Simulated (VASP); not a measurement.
# Si8C7N (a cell with a defect) in VASP: relaxation of the atoms with PBE

Aim: the relaxation of the atoms of Si8C7N (a cell with a defect) with PBE.

All numbers are computed with VASP 6.6.1; they aren't measurements. Logs are shortened: lines on timing, memory, paths and dates and some standing lists are left out, and cuts for length are marked.

### Step 1. The cell of the first run

The cell holds a defect, 16 atoms: a = 6.194 Å, b = 6.194 Å, c = 6.194 Å, α = 60.00°, β = 60.00°, γ = 60.00°.

### Step 2. Relaxation of the atoms, PBE

The input, INCAR:

```
SYSTEM = Si8C7N
ALGO = Normal
EDIFF = 1E-7
EDIFFG = -0.025
ENCUT = 520
GGA = PE
IBRION = 2
ISIF = 2
ISMEAR = 0
LASPH = .True.
LCHARG = .False.
LREAL = Auto
LWAVE = .False.
NELECT = 64.0
NELM = 100
NSW = 65
PREC = Accurate
SIGMA = 0.01
```

The input, KPOINTS:

```
k-points
0
Gamma
  3 3 3
  0 0 0
```

The input, POSCAR:

```
Si8C7N
1.0
    0.0000000000      4.3797259402     -4.3797259402
    4.3797259402      4.3797259402      0.0000000000
    4.3797259402      0.0000000000     -4.3797259402
Si N C
8 1 7
Direct
    0.1318006924      0.1306103266      0.1182695511
    0.1258462920      0.6262390360      0.1245189113
    0.6265987938      0.1254794892      0.1245131923
    0.6265949662      0.6262728055      0.1245036923
    0.1286597659      0.1325503244      0.6240501754
    0.1326379503      0.6154937083      0.6279456268
    0.6156306045      0.1303510546      0.6280868309
    0.6266116105      0.6262544575      0.6237480456
    0.0050407833      0.0017140370      0.4947126583
    0.0003829952      0.5020997758      0.4982803359
    0.5024446717      0.0000298585      0.4982742056
    0.5024252182      0.5021398796      0.4982739042
    0.0003706458      0.0000169760      1.0003419388
    0.0003748532      0.5021315223      1.0003304623
    0.5024310666      0.0000501386      1.0003342716
    0.5014182164      0.5010596664      0.9993203933
```

Potentials or basis: VASP PAW PBE potentials, release 64 (Si, N, C).

On the command line:

```bash
> cat potpaw_PBE.64/Si/POTCAR potpaw_PBE.64/N/POTCAR potpaw_PBE.64/C/POTCAR > POTCAR
> mpirun -np 1 vasp_std > vasp.out
```

OUTCAR:

```text
SYSTEM = Si8C7N
   EDIFF = 1E-7
   EDIFFG = -0.025
   ENCUT = 520
   GGA = PE
   IBRION = 2
   ISIF = 2
   ISMEAR = 0
   LASPH = .True.
   LREAL = Auto
   NELECT = 64.0
   NELM = 100
   NSW = 65
   PREC = Accurate

 ion  position               nearest neighbor table
   1  0.132  0.131  0.118-  15 1.87  14 1.88   9 1.90  13 1.92   7 3.02   6 3.02   5 3.06   3 3.07
                             2 3.07   4 3.09   4 3.10   2 3.12   3 3.13   5 3.13
   2  0.126  0.626  0.125-  10 1.89  14 1.89  13 1.89  16 1.90   1 3.07   5 3.08   6 3.09   8 3.09
                             4 3.09   3 3.09   3 3.10   4 3.10   8 3.10   6 3.11   5 3.12   1 3.12
   3  0.627  0.125  0.125-  11 1.89  13 1.89  15 1.89  16 1.90   1 3.07   5 3.09   4 3.09   8 3.09
                             2 3.09   7 3.09   7 3.10   2 3.10   8 3.10   4 3.10   5 3.11   1 3.13
   4  0.627  0.626  0.125-  12 1.89  15 1.89  14 1.89  16 1.90   6 3.09   3 3.09   2 3.09   8 3.09
                             1 3.09   7 3.10   7 3.10   1 3.10   8 3.10   2 3.10   3 3.10   6 3.11
   5  0.129  0.133  0.624-  10 1.87  11 1.89  13 1.90   9 1.94   6 3.02   7 3.02   1 3.06   2 3.08
                             8 3.08   3 3.09   3 3.11   8 3.11   2 3.12   1 3.13
   6  0.133  0.615  0.628-  12 1.87  14 1.88  10 1.90   9 1.95   7 3.00   5 3.02   1 3.02   8 3.08
                             2 3.09   4 3.09   4 3.11   2 3.11   8 3.11
   7  0.616  0.130  0.628-  12 1.88  15 1.88  11 1.89   9 1.97   6 3.00   1 3.02   5 3.02   8 3.09
                             3 3.09   4 3.10   4 3.10   3 3.10   8 3.10
   8  0.627  0.626  0.624-  10 1.89  12 1.89  11 1.89  16 1.90   6 3.08   5 3.08   3 3.09   2 3.09
                             4 3.09   7 3.09   4 3.10   2 3.10   3 3.10   7 3.10   5 3.11   6 3.11
   9  0.005  0.002  0.495-   1 1.90   5 1.94   6 1.95   7 1.97
  10  0.000  0.502  0.498-   5 1.87   2 1.89   8 1.89   6 1.90
  11  0.502  0.000  0.498-   7 1.89   3 1.89   8 1.89   5 1.89
  12  0.502  0.502  0.498-   6 1.87   7 1.88   4 1.89   8 1.89
  13  0.000  0.000  0.000-   3 1.89   2 1.89   5 1.90   1 1.92
  14  0.000  0.502  0.000-   1 1.88   6 1.88   2 1.89   4 1.89
  15  0.502  0.000  0.000-   1 1.87   7 1.88   3 1.89   4 1.89
  16  0.501  0.501  0.999-   2 1.90   8 1.90   4 1.90   3 1.90

  LATTYP: Found a face centered cubic cell.
 ALAT       =     8.7594518804

  Lattice vectors:

 A1 = (   0.0000000000,   4.3797259402,  -4.3797259402)
 A2 = (   4.3797259402,   4.3797259402,   0.0000000000)
 A3 = (   4.3797259402,   0.0000000000,  -4.3797259402)

Analysis of symmetry for initial positions (statically):
=====================================================================
 Subroutine PRICEL returns:
 Original cell was already a primitive cell.

 Routine SETGRP: Setting up the symmetry group for a
 face centered cubic supercell.

 Subroutine GETGRP returns: Found  1 space group operations
 (whereof  1 operations were pure point group operations)
 out of a pool of 48 trial point group operations.

The static configuration has the point symmetry C_1 .

Analysis of symmetry for dynamics (positions and initial velocities):
=====================================================================
 Subroutine PRICEL returns:
 Original cell was already a primitive cell.

 Routine SETGRP: Setting up the symmetry group for a
 face centered cubic supercell.

 Subroutine GETGRP returns: Found  1 space group operations
 (whereof  1 operations were pure point group operations)
 out of a pool of 48 trial point group operations.

The dynamic configuration has the point symmetry C_1 .

 Subroutine INISYM returns: Found  1 space group operations
 (whereof  1 operations are pure point group operations),
 and found     1 'primitive' translations

----------------------------------------------------------------------------------------

                                     Primitive cell

  volume of cell :     168.0238

  direct lattice vectors                    reciprocal lattice vectors
     0.000000000  4.379725940 -4.379725940    -0.114162394  0.114162394 -0.114162394
     4.379725940  4.379725940  0.000000000     0.114162394  0.114162394  0.114162394
     4.379725940  0.000000000 -4.379725940     0.114162394 -0.114162394 -0.114162394

  length of vectors
     6.193867824  6.193867824  6.193867824     0.197735067  0.197735067  0.197735067

  position of ions in fractional coordinates (direct lattice)
     0.131800692  0.130610327  0.118269551
     0.125846292  0.626239036  0.124518911
     0.626598794  0.125479489  0.124513192
     0.626594966  0.626272806  0.124503692
     0.128659766  0.132550324  0.624050175
     0.132637950  0.615493708  0.627945627
[... 8 lines left out ...]
     0.502431067  0.000050139  0.000334272
     0.501418216  0.501059666  0.999320393

  ion indices of the primitive-cell ions
   primitive index   ion index
                 1           1
                 2           2
                 3           3
                 4           4
                 5           5
                 6           6
[... 8 lines left out ...]
                15          15
                16          16

----------------------------------------------------------------------------------------

 KPOINTS: k-points

Automatic generation of k-mesh.
 Grid dimensions read from file:
 generate k-points for:    3    3    3

 Generating k-lattice:

  Cartesian coordinates                     Fractional coordinates (reciprocal lattice)
    -0.038054131  0.038054131 -0.038054131     0.333333333  0.000000000  0.000000000
     0.038054131  0.038054131  0.038054131     0.000000000  0.333333333  0.000000000
     0.038054131 -0.038054131 -0.038054131     0.000000000  0.000000000  0.333333333

  Length of vectors
     0.065911689  0.065911689  0.065911689

  Shift w.r.t. Gamma in fractional coordinates (k-lattice)
     0.000000000  0.000000000  0.000000000

 Subroutine IBZKPT returns following result:
 ===========================================

 Found     14 irreducible k-points:

 Following reciprocal coordinates:
            Coordinates               Weight
  0.000000  0.000000  0.000000      1.000000
  0.333333  0.000000  0.000000      2.000000
  0.000000  0.333333  0.000000      2.000000
  0.000000  0.000000  0.333333      2.000000
  0.333333  0.333333  0.333333      2.000000
  0.333333  0.333333  0.000000      2.000000
  0.000000  0.333333  0.333333      2.000000
  0.333333  0.000000  0.333333      2.000000
 -0.333333  0.333333  0.000000      2.000000
  0.000000 -0.333333  0.333333      2.000000
  0.333333  0.000000 -0.333333      2.000000
  0.333333  0.333333 -0.333333      2.000000
 -0.333333  0.333333 -0.333333      2.000000
  0.333333 -0.333333 -0.333333      2.000000
   k-points           NKPTS =     14   k-points in BZ     NKDIM =     14   number of bands    NBANDS=     41
   number of dos      NEDOS =    301   number of ions     NIONS =     16
   total plane-waves  NPLWV = 110592
   dimension x,y,z NGX =    48 NGY =   48 NGZ =   48
   dimension x,y,z NGXF=    96 NGYF=   96 NGZF=   96
   ions per type =               8   1   7
   NGX,Y,Z   is equivalent  to a cutoff of  12.88, 12.88, 12.88 a.u.
   NGXF,Y,Z  is equivalent  to a cutoff of  25.77, 25.77, 25.77 a.u.
 SYSTEM =  Si8C7N
   PREC   = accura    normal or accurate (medium, high low for compatibility)
   ISTART =      0    job   : 0-new  1-cont  2-samecut
   ICHARG =      2    charge: 1-file 2-atom 10-const
   ISPIN  =      1    spin polarized calculation?
   LNONCOLLINEAR =      F non collinear calculations
   LSORBIT =      F    spin-orbit coupling
   LASPH  =      T    aspherical Exc in radial PAW
   ENCUT  =  520.0 eV  38.22 Ry    6.18 a.u.  11.52 11.52 11.52*2*pi/ulx,y,z
   NELM   =    100;   NELMIN=  2; NELMDL= -5     # of ELM steps
   EDIFF  = 0.1E-06   stopping-criterion for ELM
   LREAL  =      T    real-space projection
   EDIFFG = -.3E-01   stopping-criterion for IOM
   NSW    =     65    number of steps for IOM
   IBRION =      2    ionic relax: 0-MD 1-quasi-New 2-CG
   NFREE  =      1    steps in history (QN), initial steepest desc. (CG)
   ISIF   =      2    stress and relaxation
   ISYM   =      2    0-nonsym 1-usesym 2-fastsym
   POTIM  = 0.5000    time-step for ionic-motion
   TEBEG  =    0.0;   TEEND  =   0.0 temperature during run
   PSTRESS=    0.0 pullay stress
   NELECT =      64.0000    total number of electrons
   NUPDOWN=      -1.0000    fix difference up-down
   EMIN   =  10.00;   EMAX   =-10.00  energy-range for DOS
   EFERMI =   0.00;   METHOD = LEGACY
   ISMEAR =     0;   SIGMA  =   0.01  broadening in eV -4-tet -1-fermi 0-gaus
   EFERMI_NEDOS =   21; number of points for ismear=-14 and -15
   IALGO  =     38    algorithm
   IMIX   =      4    mixing-type and parameters
     AMIX     =   0.40;   BMIX     =  1.00
     AMIX_MAG =   1.60;   BMIX_MAG =  1.00
  volume/ion in A,a.u.               =      10.50        70.87
  Fermi-wavevector in a.u.,A,eV,Ry     =   1.186710  2.242556 19.160817  1.408280
  Thomas-Fermi vector in A             =   2.322877
   LORBIT       =      0    0 simple, 1 ext, 2 COOP (PROOUT), +10 PAW based schemes
   GGA     = PE    functional components
   LHFCALC =     F    Hartree Fock is set to
   AEXX    =    0.0000 exact exchange contribution
   IVDW    =     0    specifies the selected vdW correction
   LEPSILON=     F    determine dielectric tensor
   LRPA    =     F    only Hartree local field effects (RPA)
 conjugate gradient relaxation of ions
 non-spin polarized calculation
 Gauss-broadening in eV      SIGMA  =   0.01
  energy-cutoff  :      520.00
  volume of cell :      168.02
 maximum number of plane-waves:      4573
 NGX is ok and might be reduce to    48
   NGX = 23   NGY = 23   NGZ = 23

--------------------------------------- Ionic step        1  -------------------------------------------

 number of electron      64.0000005 magnetization

 Free energy of the ion-electron system (eV)
  ---------------------------------------------------
  ext. energy  EPLUGINS =         0.00000000
  ---------------------------------------------------
  free energy    TOTEN  =      -129.73434312 eV

  energy without entropy =     -129.73434312  energy(sigma->0) =     -129.73434312

------------------------ aborting loop because EDIFF is reached ----------------------------------------

  FORCE on cell =-STRESS in cart. coord.  units (eV):
  Direction    XX          YY          ZZ          XY          YZ          ZX
  --------------------------------------------------------------------------------------
  -------------------------------------------------------------------------------------
  Total      -14.5477856    -14.6010198    -14.5520590     -0.1168762      0.1344569      0.4545075
  in kB     -138.7192305   -139.2268417   -138.7599793     -1.1144638      1.2821031      4.3339199
  external PRESSURE =    -138.9020171 kB  Pullay stress =       0.0000000 kB
[... 335 lines left out ...]
  energy  without entropy=     -129.7957603982  energy(sigma->0) =     -129.79576040

--------------------------------------- Ionic step        8  -------------------------------------------

 number of electron      64.0000003 magnetization

 Free energy of the ion-electron system (eV)
  ---------------------------------------------------
  ext. energy  EPLUGINS =         0.00000000
  ---------------------------------------------------
  free energy    TOTEN  =      -129.79584746 eV

  energy without entropy =     -129.79584746  energy(sigma->0) =     -129.79584746

 E-fermi :   7.9283     XC(G=0): -11.2152

 val. band max:        7.8555773980   @ k =   0.0000   0.0000   0.0000
 cond. band min:       8.6845677972   @ k =   0.0000   0.0000   0.0000
 fundamental gap:      0.8289903993
 Fermi energy:         7.9283137089

 k-point     1 :       0.0000    0.0000    0.0000
  band No.  band energies     occupation
      1      -8.5081      2.00000
      2      -6.1906      2.00000
      3      -3.7892      2.00000
      4      -3.7890      2.00000
      5      -3.7887      2.00000
      6      -2.8044      2.00000
[... 648 lines left out ...]
  FREE ENERGIE OF THE ION-ELECTRON SYSTEM (eV)
  ---------------------------------------------------
  free  energy   TOTEN  =      -129.7958474625 eV

  energy  without entropy=     -129.7958474625  energy(sigma->0) =     -129.79584746

 reached required accuracy - stopping structural energy minimisation
```

It took 27 min on 1 thread of Intel Xeon 8259CL, shared host; peak memory 0.36 GiB.

What came out:

```yaml
Free_energy: -129.7958 eV
Energy_gained_by_relaxing: 3.8 meV/atom
Ionic_steps: 8
Largest_force_after_relaxing: 0.013 eV/Å
```

Forces in eV/Å, atoms in the order of the input:
```
Si   0.003 -0.012  0.003
Si  -0.007 -0.004 -0.004
Si   0.002 -0.001  0.004
Si   0.006  0.009 -0.003
Si  -0.008 -0.003 -0.005
Si   0.001 -0.001  0.004
Si   0.008  0.005  0.003
Si  -0.002  0.005  0.000
N   -0.003  0.006  0.002
C   -0.004 -0.001 -0.003
C    0.001 -0.001  0.000
C    0.003  0.003  0.002
C   -0.001 -0.003 -0.004
C    0.000 -0.003  0.001
C    0.006 -0.001  0.003
C   -0.003  0.003 -0.002
```

Step by step:
```tsv
step	energy change (eV)	largest force (eV/Å)	pressure (GPa)
1	0.0000	0.8754	-13.89
2	-0.0231	0.7571	-14.07
3	-0.0579	0.2392	-14.05
4	-0.0611	0.0579	-14.06
5	-0.0611	0.0637	-14.06
6	-0.0614	0.0312	-14.05
7	-0.0614	0.0266	-14.05
8	-0.0615	0.0127	-14.06
```

Final structure:
```
CELL_PARAMETERS angstrom
0.00000 4.37973 -4.37973
4.37973 4.37973 0.00000
4.37973 0.00000 -4.37973
ATOMIC_POSITIONS crystal
Si 0.12929 0.12873 0.11729
Si 0.12902 0.62590 0.12330
Si 0.62610 0.12869 0.12331
Si 0.62605 0.62539 0.12336
Si 0.12893 0.12889 0.62626
Si 0.12911 0.61968 0.62634
Si 0.62025 0.12835 0.62631
Si 0.62585 0.62556 0.62657
N 0.00184 0.00136 0.49914
C 0.00066 0.50264 0.49811
C 0.50273 0.00038 0.49810
C 0.50289 0.50214 0.49816
C 0.00093 0.00074 0.99996
C 0.00092 0.50245 0.00005
C 0.50302 0.00024 0.00004
C 0.50168 0.50137 0.99921
```

Levels at points of the mesh, in eV from the Fermi level:
```
           k point  band 29  band 30  band 31  band 32  band 33  band 34  band 35  band 36
(0.00, 0.00, 0.00)    -0.98    -0.07    -0.07    -0.07     0.76     1.52     1.52     3.90
```

Caveat: the cell carries a net charge on a neutralising background, which shifts energy and pressure; the cell is charged against a uniform background, so pressure and absolute levels hang on convention.
